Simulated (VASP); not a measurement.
# Tl in VASP: single point with r2SCAN

Aim: the single point of Tl with r2SCAN.

Everything below comes from runs of VASP 6.6.1. Logs are shortened: lines on timing, memory, paths and dates and some standing lists are left out, and cuts for length are marked.

### Step 1. The cell of the first run

The typed cell holds 2 atoms: a = 3.438 Å, b = 3.438 Å, c = 5.496 Å, α = 90.00°, β = 90.00°, γ = 120.00°.

### Step 2. Single point, r2SCAN

The input, POSCAR:

```
Tl
1.0
    3.4384905700      0.0000000000      0.0000000000
   -1.7192452900      2.9778189600      0.0000000000
    0.0000000000      0.0000000000      5.4959431500
Tl
2
Direct
    0.3333000000      0.6667000000      0.2500000000
    0.6666000000      0.3333000000      0.7500000000
```

The input, INCAR.step1:

```
SYSTEM = Tl
  PREC = Accurate
  ENCUT = 520
  ISMEAR = -1
  SIGMA = 0.1
  LREAL = .FALSE.
  LASPH = .TRUE.
  NELM = 100
  NBANDS = 20
  GGA = PE
  ALGO = Normal
  EDIFF = 1E-4
  LWAVE = .TRUE.
  LCHARG = .FALSE.
```

The input, INCAR.step2:

```
SYSTEM = Tl
  PREC = Accurate
  ENCUT = 520
  EDIFF = 1E-6
  ISMEAR = -1
  SIGMA = 0.1
  LREAL = .FALSE.
  LASPH = .TRUE.
  NELM = 100
  ALGO = Normal
  ISIF = 2
  LWAVE = .FALSE.
  LCHARG = .FALSE.
  METAGGA = R2SCAN
  LMIXTAU = .TRUE.
  NBANDS = 20
  ISTART = 1
```

The input, KPOINTS:

```
Automatic mesh
0
G
  11 11 6
  0 0 0
```

Potentials or basis: VASP PAW PBE potentials, release 64 (Tl_d).

Run with:

```sh
cat potpaw_PBE.64/Tl_d/POTCAR > POTCAR
cp INCAR.step1 INCAR
mpirun -np 1 vasp_std > vasp.out
cp INCAR.step2 INCAR
mpirun -np 1 vasp_std > vasp.out
```

OUTCAR:

```text
SYSTEM = Tl
   PREC = Accurate
   ENCUT = 520
   EDIFF = 1E-6
   ISMEAR = -1
   LREAL = .FALSE.
   LASPH = .TRUE.
   NELM = 100
   ISIF = 2
   METAGGA = R2SCAN
   ISTART = 1

 ion  position               nearest neighbor table
   1  0.333  0.667  0.250-   2 3.39   2 3.39   2 3.39   2 3.39   2 3.39   2 3.39
   2  0.667  0.333  0.750-   1 3.39   1 3.39   1 3.39   1 3.39   1 3.39   1 3.39

  LATTYP: Found a hexagonal cell.
 ALAT       =     3.4384905700
 C/A-ratio  =     1.5983592330

  Lattice vectors:

 A1 = (   3.4384905700,   0.0000000000,   0.0000000000)
 A2 = (  -1.7192452900,   2.9778189600,   0.0000000000)
 A3 = (   0.0000000000,   0.0000000000,   5.4959431500)

Analysis of symmetry for initial positions (statically):
=====================================================================
 Subroutine PRICEL returns:
 Original cell was already a primitive cell.

 Routine SETGRP: Setting up the symmetry group for a
 hexagonal supercell.

 Subroutine GETGRP returns: Found  8 space group operations
 (whereof  2 operations were pure point group operations)
 out of a pool of 24 trial point group operations.

The static configuration has the point symmetry C_2 .
 The point group associated with its full space group is D_2h.

Analysis of symmetry for dynamics (positions and initial velocities):
=====================================================================
 Subroutine PRICEL returns:
 Original cell was already a primitive cell.

 Routine SETGRP: Setting up the symmetry group for a
 hexagonal supercell.

 Subroutine GETGRP returns: Found  8 space group operations
 (whereof  2 operations were pure point group operations)
 out of a pool of 24 trial point group operations.

The dynamic configuration has the point symmetry C_2 .
 The point group associated with its full space group is D_2h.

 Subroutine INISYM returns: Found  8 space group operations
 (whereof  2 operations are pure point group operations),
 and found     1 'primitive' translations

----------------------------------------------------------------------------------------

                                     Primitive cell

  volume of cell :      56.2741

  direct lattice vectors                    reciprocal lattice vectors
     3.438490570  0.000000000  0.000000000     0.290825285  0.167908126  0.000000000
    -1.719245290  2.977818960  0.000000000     0.000000000  0.335816251  0.000000000
     0.000000000  0.000000000  5.495943150     0.000000000  0.000000000  0.181952392

  length of vectors
     3.438490570  3.438489512  5.495943150     0.335816148  0.335816251  0.181952392

  position of ions in fractional coordinates (direct lattice)
     0.333300000  0.666700000  0.250000000
     0.666600000  0.333300000  0.750000000

  ion indices of the primitive-cell ions
   primitive index   ion index
                 1           1
                 2           2

----------------------------------------------------------------------------------------

 KPOINTS: Automatic mesh

Automatic generation of k-mesh.
 Grid dimensions read from file:
 generate k-points for:   11   11    6

 Generating k-lattice:

  Cartesian coordinates                     Fractional coordinates (reciprocal lattice)
     0.026438662  0.015264375  0.000000000     0.090909091  0.000000000  0.000000000
     0.000000000  0.030528750  0.000000000     0.000000000  0.090909091  0.000000000
     0.000000000  0.000000000  0.030325399     0.000000000  0.000000000  0.166666667

  Length of vectors
     0.030528741  0.030528750  0.030325399

  Shift w.r.t. Gamma in fractional coordinates (k-lattice)
     0.000000000  0.000000000  0.000000000

 Subroutine IBZKPT returns following result:
 ===========================================

 Found    144 irreducible k-points:

 Following reciprocal coordinates:
            Coordinates               Weight
  0.000000  0.000000  0.000000      1.000000
  0.090909 -0.000000  0.000000      4.000000
  0.000000  0.090909  0.000000      2.000000
  0.181818 -0.000000  0.000000      4.000000
  0.000000  0.181818  0.000000      2.000000
  0.272727  0.000000  0.000000      4.000000
[... 16 lines left out ...]
  0.454545  0.090909  0.000000      4.000000
 -0.090909 -0.454545  0.000000      2.000000
 [... further k-points ...]
   k-points           NKPTS =    144   k-points in BZ     NKDIM =    144   number of bands    NBANDS=     20
   number of dos      NEDOS =    301   number of ions     NIONS =      2
   total plane-waves  NPLWV =  32928
   dimension x,y,z NGX =    28 NGY =   28 NGZ =   42
   dimension x,y,z NGXF=    56 NGYF=   56 NGZF=   84
   ions per type =               2
   NGX,Y,Z   is equivalent  to a cutoff of  13.54, 13.54, 12.70 a.u.
   NGXF,Y,Z  is equivalent  to a cutoff of  27.08, 27.08, 25.41 a.u.
 SYSTEM =  Tl
   PREC   = accura    normal or accurate (medium, high low for compatibility)
   ISTART =      1    job   : 0-new  1-cont  2-samecut
   ICHARG =      0    charge: 1-file 2-atom 10-const
   ISPIN  =      1    spin polarized calculation?
   LNONCOLLINEAR =      F non collinear calculations
   LSORBIT =      F    spin-orbit coupling
   LASPH  =      T    aspherical Exc in radial PAW
   ENCUT  =  520.0 eV  38.22 Ry    6.18 a.u.   6.39  6.39 10.22*2*pi/ulx,y,z
   NELM   =    100;   NELMIN=  2; NELMDL=  0     # of ELM steps
   EDIFF  = 0.1E-05   stopping-criterion for ELM
   LREAL  =      F    real-space projection
   EDIFFG = 0.1E-04   stopping-criterion for IOM
   NSW    =      0    number of steps for IOM
   IBRION =     -1    ionic relax: 0-MD 1-quasi-New 2-CG
   NFREE  =      0    steps in history (QN), initial steepest desc. (CG)
   ISIF   =      2    stress and relaxation
   ISYM   =      2    0-nonsym 1-usesym 2-fastsym
   POTIM  = 0.5000    time-step for ionic-motion
   TEBEG  =    0.0;   TEEND  =   0.0 temperature during run
   PSTRESS=    0.0 pullay stress
   NELECT =      26.0000    total number of electrons
   NUPDOWN=      -1.0000    fix difference up-down
   EMIN   =  10.00;   EMAX   =-10.00  energy-range for DOS
   EFERMI =   0.00;   METHOD = LEGACY
   ISMEAR =    -1;   SIGMA  =   0.10  broadening in eV -4-tet -1-fermi 0-gaus
   EFERMI_NEDOS =   21; number of points for ismear=-14 and -15
   IALGO  =     38    algorithm
   IMIX   =      4    mixing-type and parameters
     AMIX     =   0.40;   BMIX     =  1.00
     AMIX_MAG =   1.60;   BMIX_MAG =  1.00
  volume/ion in A,a.u.               =      28.14       189.88
  Fermi-wavevector in a.u.,A,eV,Ry     =   1.265600  2.391637 21.793044  1.601744
  Thomas-Fermi vector in A             =   2.398845
   LORBIT       =      0    0 simple, 1 ext, 2 COOP (PROOUT), +10 PAW based schemes
   METAGGA = R2SCAN    functional components
   LHFCALC =     F    Hartree Fock is set to
   AEXX    =    0.0000 exact exchange contribution
   IVDW    =     0    specifies the selected vdW correction
   LEPSILON=     F    determine dielectric tensor
   LRPA    =     F    only Hartree local field effects (RPA)
 non-spin polarized calculation
  energy-cutoff  :      520.00
  volume of cell :       56.27
 maximum number of plane-waves:      1538
 NGX is ok and might be reduce to    28
   NGX = 13   NGY = 13   NGZ = 21

 number of electron      26.0000002 magnetization

 Free energy of the ion-electron system (eV)
  ---------------------------------------------------
  ext. energy  EPLUGINS =         0.00000000
  ---------------------------------------------------
  free energy    TOTEN  =      -106.34454393 eV

  energy without entropy =     -106.31579327  energy(sigma->0) =     -106.33016860

 E-fermi :   6.7108     XC(G=0): -10.9140

 val. band max:        6.6796285739   @ k =   0.4545   0.0909   0.1667
 cond. band min:       6.7123521192   @ k =  -0.1818   0.4545   0.5000
 fundamental gap:      0.0327235453
 Fermi energy:         6.7108393248

 k-point     1 :       0.0000    0.0000    0.0000
  band No.  band energies     occupation
      1      -5.7009      2.00000
      2      -5.4559      2.00000
      3      -5.4384      2.00000
      4      -5.4384      2.00000
      5      -5.3809      2.00000
      6      -5.3808      2.00000
[... 12 lines left out ...]
     19      18.1744      0.00000
     20      18.2515      0.00000

 k-point     2 :       0.0909   -0.0000    0.0000
  band No.  band energies     occupation
      1      -5.6721      2.00000
      2      -5.4927      2.00000
      3      -5.4006      2.00000
      4      -5.3954      2.00000
      5      -5.3802      2.00000
      6      -5.3455      2.00000
[... 12 lines left out ...]
     19      18.2252      0.00000
     20      18.9842      0.00000

 k-point     3 :       0.0000    0.0909    0.0000
  band No.  band energies     occupation
      1      -5.6721      2.00000
      2      -5.4928      2.00000
      3      -5.4006      2.00000
      4      -5.3954      2.00000
      5      -5.3802      2.00000
      6      -5.3455      2.00000
[... 12 lines left out ...]
     19      18.2252      0.00000
     20      18.9841      0.00000

 k-point     4 :       0.1818   -0.0000    0.0000
  band No.  band energies     occupation
      1      -5.6558      2.00000
      2      -5.4965      2.00000
      3      -5.4023      2.00000
      4      -5.3984      2.00000
      5      -5.3715      2.00000
      6      -5.3010      2.00000
[... 12 lines left out ...]
     19      17.4449      0.00000
     20      19.1216      0.00000

 k-point     5 :       0.0000    0.1818    0.0000
  band No.  band energies     occupation
      1      -5.6558      2.00000
      2      -5.4965      2.00000
      3      -5.4024      2.00000
      4      -5.3984      2.00000
      5      -5.3714      2.00000
      6      -5.3009      2.00000
[... 12 lines left out ...]
     19      17.4447      0.00000
     20      19.1218      0.00000
[... 353 lines left out ...]
      6      -5.2416      2.00000
[... 12 lines left out ...]
     19      16.4743      0.00000
     20      16.7039      0.00000

 k-point    22 :      -0.4545    0.3636    0.0000
  band No.  band energies     occupation
      1      -5.7681      2.00000
      2      -5.6448      2.00000
      3      -5.5383      2.00000
      4      -5.4726      2.00000
      5      -5.2606      2.00000
      6      -5.2416      2.00000
[... 12 lines left out ...]
     19      16.4742      0.00000
     20      16.7039      0.00000

 k-point    23 :       0.4545    0.0909    0.0000
  band No.  band energies     occupation
      1      -5.7886      2.00000
      2      -5.6756      2.00000
      3      -5.5508      2.00000
      4      -5.4810      2.00000
      5      -5.2591      2.00000
      6      -5.2358      2.00000
[... 12 lines left out ...]
     19      16.3180      0.00000
     20      16.6075      0.00000

 k-point    24 :      -0.0909   -0.4545    0.0000
  band No.  band energies     occupation
      1      -5.7886      2.00000
      2      -5.6756      2.00000
      3      -5.5508      2.00000
      4      -5.4810      2.00000
      5      -5.2592      2.00000
      6      -5.2358      2.00000
[... 12 lines left out ...]
     19      16.3182      0.00000
     20      16.6074      0.00000

 [... further k-points ...]

------------------------ aborting loop because EDIFF is reached ----------------------------------------

  FORCE on cell =-STRESS in cart. coord.  units (eV):
  Direction    XX          YY          ZZ          XY          YZ          ZX
  --------------------------------------------------------------------------------------
  -------------------------------------------------------------------------------------
  Total        0.9081805      0.9086310      0.8749133     -0.0000000      0.0000000      0.0000000
  in kB       25.8567786     25.8696045     24.9096276     -0.0000000      0.0000000      0.0000000
  external PRESSURE =      25.5453369 kB  Pullay stress =       0.0000000 kB

 VOLUME and BASIS-vectors are now :
 -----------------------------------------------------------------------------
  energy-cutoff  :      520.00
  volume of cell :       56.27
      direct lattice vectors                 reciprocal lattice vectors
     3.438490570  0.000000000  0.000000000     0.290825285  0.167908126  0.000000000
    -1.719245290  2.977818960  0.000000000     0.000000000  0.335816251  0.000000000
     0.000000000  0.000000000  5.495943150     0.000000000  0.000000000  0.181952392

 POSITION                                       TOTAL-FORCE (eV/Angst)
 -----------------------------------------------------------------------------------
     -0.00017      1.98531      1.37399         0.000000     -0.000068     -0.000000
      1.71907      0.99251      4.12196        -0.000000      0.000068      0.000000
 -----------------------------------------------------------------------------------
    total drift:                               -0.000000     -0.000000      0.000000

  FREE ENERGIE OF THE ION-ELECTRON SYSTEM (eV)
  ---------------------------------------------------
  free  energy   TOTEN  =      -106.3445439264 eV

  energy  without entropy=     -106.3157932672  energy(sigma->0) =     -106.33016860
```

Wall time 10 min (1 thread of AMD EPYC 7R43 (Zen 3), shared host); peak memory 0.24 GiB.

What came out:

```
Free energy            : -106.3445 eV
Pressure               : 2.6 GPa
Band gap on the k mesh : zero (bands 13 and 14 overlap by 5.94 eV)
```

Caveat: the PAW data sets were made with another functional, which shifts forces and pressure a little; spin-orbit coupling is left out, which moves the levels of the heavy elements.

The gap in the log of VASP goes by the Fermi energy; the results here count the filled bands.